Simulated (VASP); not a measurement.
# SiC (I-4m2) in VASP: notebook, part 2 of 2

VASP 6.6.1.

## Step 3: Single point, HSE06 (uniaxial z strain +1.0%)

POSCAR

```
SiC
1.0
    0.0000000000      2.1780523510      2.1998328745
    2.1780523510      0.0000000000      2.1998328745
    2.1780523510      2.1780523510      0.0000000000
Si C
1 1
Direct
    0.0000000000      0.0000000000      0.0000000000
    0.2500000000      0.2500000000      0.2500000000
```

INCAR.step1

```
SYSTEM = SiC
ALGO = Normal
EDIFF = 1E-5
ENCUT = 520
GGA = PE
ISIF = 2
ISMEAR = 0
LASPH = .TRUE.
LCHARG = .FALSE.
LREAL = .FALSE.
LWAVE = .TRUE.
NBANDS = 11
NELM = 100
PREC = Accurate
SIGMA = 0.01
```

INCAR.step2

```
SYSTEM = SiC
ALGO = Normal
EDIFF = 1E-6
ENCUT = 520
GGA = PE
HFSCREEN = 0.2079
ISIF = 2
ISMEAR = 0
ISTART = 1
LASPH = .TRUE.
LCHARG = .FALSE.
LHFCALC = .TRUE.
LREAL = .FALSE.
LWAVE = .FALSE.
NBANDS = 11
NELM = 100
PREC = Accurate
PRECFOCK = Normal
SIGMA = 0.01
```

KPOINTS

```
k-points
0
G
  8 8 8
  0 0 0
```

Potentials or basis: VASP PAW PBE potentials, release 64 (Si, C).

The run is started by

```
$ cat potpaw_PBE.64/Si/POTCAR potpaw_PBE.64/C/POTCAR > POTCAR
$ cp INCAR.step1 INCAR
$ mpirun -np 1 vasp_std > vasp.out
$ cp INCAR.step2 INCAR
$ mpirun -np 1 vasp_std > vasp.out
```

OUTCAR:

```text
SYSTEM = SiC
   EDIFF = 1E-6
   ENCUT = 520
   GGA = PE
   HFSCREEN = 0.2079
   ISIF = 2
   ISMEAR = 0
   ISTART = 1
   LASPH = .TRUE.
   LHFCALC = .TRUE.
   LREAL = .FALSE.
   NELM = 100
   PREC = Accurate
   PRECFOCK = Normal

 ion  position               nearest neighbor table
   1  0.000  0.000  0.000-   2 1.89   2 1.89   2 1.89   2 1.89
   2  0.250  0.250  0.250-   1 1.89   1 1.89   1 1.89   1 1.89

  LATTYP: Found a body centered tetragonal cell.
 ALAT       =     3.0802311743
 C/A-ratio  =     1.4283556980

  Lattice vectors:

 A1 = (  -2.1780523510,   0.0000000000,   2.1998328745)
 A2 = (   2.1780523510,   0.0000000000,   2.1998328745)
 A3 = (   0.0000000000,   2.1780523510,  -2.1998328745)

Analysis of symmetry for initial positions (statically):
=====================================================================
 Subroutine PRICEL returns:
 Original cell was already a primitive cell.

 Routine SETGRP: Setting up the symmetry group for a
 body centered tetragonal supercell.

 Subroutine GETGRP returns: Found  8 space group operations
 (whereof  8 operations were pure point group operations)
 out of a pool of 16 trial point group operations.

The static configuration has the point symmetry D_2d.

Analysis of symmetry for dynamics (positions and initial velocities):
=====================================================================
 Subroutine PRICEL returns:
 Original cell was already a primitive cell.

 Routine SETGRP: Setting up the symmetry group for a
 body centered tetragonal supercell.

 Subroutine GETGRP returns: Found  8 space group operations
 (whereof  8 operations were pure point group operations)
 out of a pool of 16 trial point group operations.

The dynamic configuration has the point symmetry D_2d.

 Subroutine INISYM returns: Found  8 space group operations
 (whereof  8 operations are pure point group operations),
 and found     1 'primitive' translations

----------------------------------------------------------------------------------------

                                     Primitive cell

  volume of cell :      20.8716

  direct lattice vectors                    reciprocal lattice vectors
     0.000000000  2.178052351  2.199832875    -0.229562894  0.229562894  0.227289994
     2.178052351  0.000000000  2.199832875     0.229562894 -0.229562894  0.227289994
     2.178052351  2.178052351  0.000000000     0.229562894  0.229562894 -0.227289994

  length of vectors
     3.095670641  3.095670641  3.080231174     0.396306681  0.396306681  0.396306681

  position of ions in fractional coordinates (direct lattice)
     0.000000000  0.000000000  0.000000000
     0.250000000  0.250000000  0.250000000

  ion indices of the primitive-cell ions
   primitive index   ion index
                 1           1
                 2           2

----------------------------------------------------------------------------------------

 KPOINTS: k-points

Automatic generation of k-mesh.
 Grid dimensions read from file:
 generate k-points for:    8    8    8

 Generating k-lattice:

[... 40 lines left out ...]
  0.250000  0.000000  0.125000     16.000000
  0.375000 -0.000000  0.125000     16.000000
 [... further k-points ...]
   k-points           NKPTS =     59   k-points in BZ     NKDIM =    512   number of bands    NBANDS=     11
   number of dos      NEDOS =    301   number of ions     NIONS =      2
   total plane-waves  NPLWV =  13824
   dimension x,y,z NGX =    24 NGY =   24 NGZ =   24
   dimension x,y,z NGXF=    48 NGYF=   48 NGZF=   48
   ions per type =               1   1
   NGX,Y,Z   is equivalent  to a cutoff of  12.89, 12.89, 12.95 a.u.
   NGXF,Y,Z  is equivalent  to a cutoff of  25.78, 25.78, 25.91 a.u.
 SYSTEM =  SiC
   PREC   = accura    normal or accurate (medium, high low for compatibility)
   ISTART =      1    job   : 0-new  1-cont  2-samecut
   ICHARG =      0    charge: 1-file 2-atom 10-const
   ISPIN  =      1    spin polarized calculation?
   LNONCOLLINEAR =      F non collinear calculations
   LSORBIT =      F    spin-orbit coupling
   LASPH  =      T    aspherical Exc in radial PAW
   ENCUT  =  520.0 eV  38.22 Ry    6.18 a.u.   5.76  5.76  5.73*2*pi/ulx,y,z
   NELM   =    100;   NELMIN=  2; NELMDL=  0     # of ELM steps
   EDIFF  = 0.1E-05   stopping-criterion for ELM
   LREAL  =      F    real-space projection
   EDIFFG = 0.1E-04   stopping-criterion for IOM
   NSW    =      0    number of steps for IOM
   IBRION =     -1    ionic relax: 0-MD 1-quasi-New 2-CG
   NFREE  =      0    steps in history (QN), initial steepest desc. (CG)
   ISIF   =      2    stress and relaxation
   ISYM   =      3    0-nonsym 1-usesym 2-fastsym
   POTIM  = 0.5000    time-step for ionic-motion
   TEBEG  =    0.0;   TEEND  =   0.0 temperature during run
   PSTRESS=    0.0 pullay stress
   NELECT =       8.0000    total number of electrons
   NUPDOWN=      -1.0000    fix difference up-down
   EMIN   =  10.00;   EMAX   =-10.00  energy-range for DOS
   EFERMI =   0.00;   METHOD = LEGACY
   ISMEAR =     0;   SIGMA  =   0.01  broadening in eV -4-tet -1-fermi 0-gaus
   EFERMI_NEDOS =   21; number of points for ismear=-14 and -15
   IALGO  =     38    algorithm
   IMIX   =      1    mixing-type and parameters
     AMIX     =   0.40;   BMIX     =  1.00
     AMIX_MAG =   1.60;   BMIX_MAG =  1.00
  volume/ion in A,a.u.               =      10.44        70.42
  Fermi-wavevector in a.u.,A,eV,Ry     =   1.189194  2.247251 19.241120  1.414182
  Thomas-Fermi vector in A             =   2.325307
   LORBIT       =      0    0 simple, 1 ext, 2 COOP (PROOUT), +10 PAW based schemes
   GGA     = PE    functional components
   LHFCALC =     T    Hartree Fock is set to
   PRECFOCK=normal    Normal, Fast or Accurate (Low or Medium for compatibility)
   ENCUT4O =  -1.0   cutoff for four orbital integrals eV
   NKREDX  =     1    reduce k-point grid by
   NKREDY  =     1    reduce k-point grid by
   NKREDZ  =     1    reduce k-point grid by
   AEXX    =    0.2500 exact exchange contribution
   HFSCREEN=    0.2079 screening length (either q_TF or 0.3 A-1)
   HFSCREENC=   0.2079 screening length for correlation (either q_TF or 0.3 A-1)
   ENCUTFOCK=  -1.0 apply spherical cutoff to Coloumb kernel
   IVDW    =     0    specifies the selected vdW correction
   LEPSILON=     F    determine dielectric tensor
   LRPA    =     F    only Hartree local field effects (RPA)
 non-spin polarized calculation
 Gauss-broadening in eV      SIGMA  =   0.01
  energy-cutoff  :      520.00
  volume of cell :       20.87
 maximum number of plane-waves:       572
  NGX = 18; NGY = 18; NGZ = 18

 number of electron       8.0000001 magnetization

 Free energy of the ion-electron system (eV)
  ---------------------------------------------------
  ext. energy  EPLUGINS =         0.00000000
  ---------------------------------------------------
  free energy    TOTEN  =       -17.41895765 eV

  energy without entropy =      -17.41895765  energy(sigma->0) =      -17.41895765

 E-fermi :   7.5300     XC(G=0):  -9.3283

 val. band max:        7.4216807207   @ k =   0.0000   0.0000   0.0000
 cond. band min:       9.6039213147   @ k =   0.5000   0.0000   0.5000
 fundamental gap:      2.1822405940
 Fermi energy:         7.5300061260

 k-point     1 :       0.0000    0.0000    0.0000
  band No.  band energies     occupation
      1      -9.5171      2.00000
      2       7.3508      2.00000
      3       7.4217      2.00000
      4       7.4217      2.00000
      5      14.8211      0.00000
      6      15.9098      0.00000
      7      15.9098      0.00000
      8      15.9368      0.00000
      9      23.2582      0.00000
     10      23.5802      0.00000
     11      25.2319      0.00000
[... 309 lines left out ...]
 k-point    24 :       0.3750   -0.0000    0.1250
  band No.  band energies     occupation
      1      -7.0099      2.00000
      2       0.8186      2.00000
      3       5.6636      2.00000
      4       5.7415      2.00000
      5      13.8888      0.00000
      6      16.2721      0.00000
      7      17.4970      0.00000
      8      18.2122      0.00000
      9      22.0247      0.00000
     10      25.3066      0.00000
     11      25.7889      0.00000

 [... further k-points ...]
[... 5 lines left out ...]
  --------------------------------------------------------------------------------------
  -------------------------------------------------------------------------------------
  Total       -0.3645492     -0.3645492     -0.7307068      0.0000000      0.0000000      0.0000000
  in kB      -27.9840405    -27.9840405    -56.0915437      0.0000000      0.0000000      0.0000000
  external PRESSURE =     -37.3532082 kB  Pullay stress =       0.0000000 kB

 VOLUME and BASIS-vectors are now :
 -----------------------------------------------------------------------------
  energy-cutoff  :      520.00
  volume of cell :       20.87
      direct lattice vectors                 reciprocal lattice vectors
     0.000000000  2.178052351  2.199832875    -0.229562894  0.229562894  0.227289994
     2.178052351  0.000000000  2.199832875     0.229562894 -0.229562894  0.227289994
     2.178052351  2.178052351  0.000000000     0.229562894  0.229562894 -0.227289994

 POSITION                                       TOTAL-FORCE (eV/Angst)
 -----------------------------------------------------------------------------------
      0.00000      0.00000      0.00000        -0.000000     -0.000000     -0.000000
      1.08903      1.08903      1.09992         0.000000      0.000000      0.000000
 -----------------------------------------------------------------------------------
    total drift:                                0.000000      0.000000      0.000000

  FREE ENERGIE OF THE ION-ELECTRON SYSTEM (eV)
  ---------------------------------------------------
  free  energy   TOTEN  =       -17.4189576481 eV

  energy  without entropy=      -17.4189576481  energy(sigma->0) =      -17.41895765
```

It took 48 min on 1 thread of Intel Xeon Platinum 8259CL at 2.50GHz (Skylake/Cascade Lake), shared host; peak memory 0.26 GiB.

Results:

```yaml
Free_energy: -17.4190 eV
Pressure: -3.7 GPa
Band_gap_on_the_k_mesh: 2.18 eV (least direct gap 5.70 eV)
```

Levels at points of the mesh, in eV from the valence-band top:
| k point | band 1 | band 2 | band 3 | band 4 | band 5 | band 6 | band 7 | band 8 |
| --- | --- | --- | --- | --- | --- | --- | --- | --- |
| (0.00, 0.00, 0.00) | -16.94 | -0.07 | 0.00 | 0.00 | 7.40 | 8.49 | 8.49 | 8.52 |
| (0.50, 0.00, 0.00) | -13.12 | -9.32 | -1.24 | -1.12 | 6.51 | 8.35 | 8.49 | 11.48 |
| (0.50, 0.50, 0.00) | -11.63 | -8.62 | -3.43 | -3.43 | 2.28 | 5.43 | 15.83 | 15.83 |
| (0.50, 0.00, 0.50) | -11.54 | -8.49 | -3.55 | -3.53 | 2.18 | 5.25 | 15.62 | 15.95 |

Caveat: the cell differs from its parent crystal (uniaxial z strain +1.0%); the cell stands under tension; the PAW data sets were made with another functional, which shifts forces and pressure a little. A k mesh can miss the band edges.
